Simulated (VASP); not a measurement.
# SiC (Moissanite 3C) (F-43m) in VASP: further runs, part 2 of 2

VASP 6.6.1.

### Step 5. Single point, PBE

This run uses another cell than the first one, of 10.22 Å³/atom, 0.974 times its volume.

INCAR reads:

```
  PREC = Accurate
  ENCUT = 520
  EDIFF = 1E-6
  ISMEAR = 0
  SIGMA = 0.01
  LREAL = F
  LASPH = T
  NELM = 80
  ALGO = Normal
  ISIF = 2
  LWAVE = F
  LCHARG = F
  GGA = PE
  NBANDS = 11
```

KPOINTS reads:

```
regular mesh
0
Gamma
  8 8 8
```

POSCAR reads:

```
SiC
1.0
    0.0000000000      2.1704675686      2.1704675686
    2.1704675686      0.0000000000      2.1704675686
    2.1704675686      2.1704675686      0.0000000000
Si C
1 1
Direct
    0.0000000000      0.0000000000      0.0000000000
    0.2500000000      0.2500000000      0.2500000000
```

Potentials or basis: VASP PAW PBE potentials, release 64 (Si, C).

Command:

```bash
$ cat potpaw_PBE.64/Si/POTCAR potpaw_PBE.64/C/POTCAR > POTCAR
$ mpirun -np 1 vasp_std > vasp.out
```

OUTCAR:

```text
PREC = Accurate
   ENCUT = 520
   EDIFF = 1E-6
   ISMEAR = 0
   LREAL = F
   LASPH = T
   NELM = 80
   ISIF = 2
   GGA = PE

 ion  position               nearest neighbor table
   1  0.000  0.000  0.000-   2 1.88   2 1.88   2 1.88   2 1.88
   2  0.250  0.250  0.250-   1 1.88   1 1.88   1 1.88   1 1.88

  LATTYP: Found a face centered cubic cell.
 ALAT       =     4.3409351372

  Lattice vectors:

 A1 = (   0.0000000000,   2.1704675686,   2.1704675686)
 A2 = (   2.1704675686,   0.0000000000,   2.1704675686)
 A3 = (   2.1704675686,   2.1704675686,   0.0000000000)

Analysis of symmetry for initial positions (statically):
=====================================================================
 Subroutine PRICEL returns:
 Original cell was already a primitive cell.

 Routine SETGRP: Setting up the symmetry group for a
 face centered cubic supercell.

 Subroutine GETGRP returns: Found 24 space group operations
 (whereof 24 operations were pure point group operations)
 out of a pool of 48 trial point group operations.

The static configuration has the point symmetry T_d .

Analysis of symmetry for dynamics (positions and initial velocities):
[... 173 lines left out ...]
      6      15.6294      0.00000
      7      15.6294      0.00000
      8      15.6294      0.00000
      9      22.8154      0.00000
     10      22.8154      0.00000
     11      24.9039      0.00000
[... 309 lines left out ...]
 k-point    24 :      -0.3750    0.2500    0.1250
  band No.  band energies     occupation
      1      -2.9909      2.00000
      2       0.3608      2.00000
      3       4.5143      2.00000
      4       5.9663      2.00000
      5      13.5130      0.00000
      6      15.5988      0.00000
      7      18.4874      0.00000
      8      19.3429      0.00000
      9      21.7798      0.00000
     10      24.5699      0.00000
     11      27.7103      0.00000

 [... further k-points ...]

------------------------ aborting loop because EDIFF is reached ----------------------------------------

  FORCE on cell =-STRESS in cart. coord.  units (eV):
  Direction    XX          YY          ZZ          XY          YZ          ZX
  --------------------------------------------------------------------------------------
  -------------------------------------------------------------------------------------
  Total        0.7565307      0.7565307      0.7565307      0.0000000      0.0000000      0.0000000
  in kB       59.2716778     59.2716778     59.2716778      0.0000000      0.0000000      0.0000000
  external PRESSURE =      59.2716778 kB  Pullay stress =       0.0000000 kB

 VOLUME and BASIS-vectors are now :
 -----------------------------------------------------------------------------
  energy-cutoff  :      520.00
  volume of cell :       20.45
      direct lattice vectors                 reciprocal lattice vectors
     0.000000000  2.170467569  2.170467569    -0.230365110  0.230365110  0.230365110
     2.170467569  0.000000000  2.170467569     0.230365110 -0.230365110  0.230365110
     2.170467569  2.170467569  0.000000000     0.230365110  0.230365110 -0.230365110

 POSITION                                       TOTAL-FORCE (eV/Angst)
 -----------------------------------------------------------------------------------
      0.00000      0.00000      0.00000        -0.000000     -0.000000     -0.000000
      1.08523      1.08523      1.08523         0.000000      0.000000      0.000000
 -----------------------------------------------------------------------------------
    total drift:                                0.000000      0.000000      0.000000

  FREE ENERGIE OF THE ION-ELECTRON SYSTEM (eV)
  ---------------------------------------------------
  free  energy   TOTEN  =       -15.0497078996 eV

  energy  without entropy=      -15.0497078996  energy(sigma->0) =      -15.04970790
```

Wall time 6.7 s (1 thread of AMD EPYC 7R43 (Zen 3), shared host); peak memory 0.1 GiB.

Results:

```
Free energy            : -15.0497 eV
Pressure               : 5.9 GPa
Band gap on the k mesh : 1.34 eV, indirect (least direct gap 4.55 eV)
```

Levels at points of the mesh, in eV from the valence-band top:
| k point | band 2 | band 3 | band 4 | band 5 | band 6 | band 7 |
| --- | --- | --- | --- | --- | --- | --- |
| (0.00, 0.00, 0.00) | 0.00 | 0.00 | 0.00 | 6.37 | 7.39 | 7.39 |
| (0.50, 0.00, 0.00) | -8.60 | -1.05 | -1.05 | 5.54 | 7.27 | 7.27 |
| (0.50, 0.50, 0.00) | -7.83 | -3.21 | -3.21 | 1.34 | 4.36 | 14.17 |

A k mesh can miss the band edges. As with any semilocal functional, this PBE gap is likely too small.

### Step 6. Single point, PBE

This run uses another cell than the first one, of 10.14 Å³/atom, 0.966 times its volume.

INCAR reads:

```
PREC = Accurate ; ENCUT = 520
EDIFF = 1E-6 ; ISMEAR = 0
SIGMA = 0.01 ; LREAL = F
LASPH = T ; NELM = 80
ALGO = Normal ; ISIF = 2
LWAVE = F ; LCHARG = F
GGA = PE ; NBANDS = 11
```

KPOINTS is that of step 5.

POSCAR reads:

```
SiC
1.0
    0.0000000000      2.1644097033      2.1644097033
    2.1644097033      0.0000000000      2.1644097033
    2.1644097033      2.1644097033      0.0000000000
Si C
1 1
Direct
    0.0000000000      0.0000000000      0.0000000000
    0.2500000000      0.2500000000      0.2500000000
```

Potentials or basis: VASP PAW PBE potentials, release 64 (Si, C).

Command:

```bash
$ cat potpaw_PBE.64/Si/POTCAR potpaw_PBE.64/C/POTCAR > POTCAR
$ mpirun -np 1 vasp_std > vasp.out
```

It took 6.8 s on 1 thread of AMD EPYC 7R43 (Zen 3), shared host; peak memory 0.1 GiB.

Results (log left out):

* Free energy: -15.0423 eV
* Pressure: 7.9 GPa
* Band gap on the k mesh: 1.34 eV, indirect (least direct gap 4.56 eV)

Levels at points of the mesh, in eV from the valence-band top:
| k point | band 2 | band 3 | band 4 | band 5 | band 6 | band 7 |
| --- | --- | --- | --- | --- | --- | --- |
| (0.00, 0.00, 0.00) | 0.00 | 0.00 | 0.00 | 6.47 | 7.45 | 7.45 |
| (0.50, 0.00, 0.00) | -8.65 | -1.06 | -1.06 | 5.62 | 7.31 | 7.31 |
| (0.50, 0.50, 0.00) | -7.86 | -3.22 | -3.22 | 1.34 | 4.39 | 14.27 |

A k mesh can miss the band edges.

### Step 7. The runs side by side

| cell | gap on the mesh (eV) | pressure (GPa) |
| --- | --- | --- |
| a = 3.097 Å, angles 60.0°, 2 atoms | 1.37 | 0.0 |
| a = 3.087 Å, angles 60.0°, 2 atoms | 1.36 | 2.0 |
| a = 3.078 Å, angles 60.0°, 2 atoms | 1.35 | 3.9 |
| a = 3.070 Å, angles 60.0°, 2 atoms | 1.34 | 5.9 |
| a = 3.061 Å, angles 60.0°, 2 atoms | 1.34 | 7.9 |

Alike in all rows: task single point; level PBE; potentials or basis VASP PAW PBE potentials, release 64 (Si, C); no spin polarisation; k mesh 8 × 8 × 8; cutoff (eV) 520; smearing gaussian 0.01 eV.

Total energies depend on the potentials used, so only differences within one code and one set of settings carry meaning.

### Step 8. Against experiment

Step 2. Measured gap of SiC: 2.4 eV (indirect; quoted in “Insight into the structural, elastic and electronic properties of a new orthorhombic 6O-SiC polytype”, 2020, pmc:7200658). This calculation gives 1.37 eV (-1.03 eV). The value is that of PBE on a finite k mesh, which can miss the band edges, without temperature or zero-point motion. Semilocal functionals fall short of measured gaps as a rule.

Step 3. Against the measured gap of SiC, 2.4 eV (indirect; quoted in “Insight into the structural, elastic and electronic properties of a new orthorhombic 6O-SiC polytype”, 2020, pmc:7200658), the calculated 1.36 eV is off by -1.04 eV. The value is that of PBE on a finite k mesh, which can miss the band edges, without temperature or zero-point motion. Semilocal functionals fall short of measured gaps as a rule.
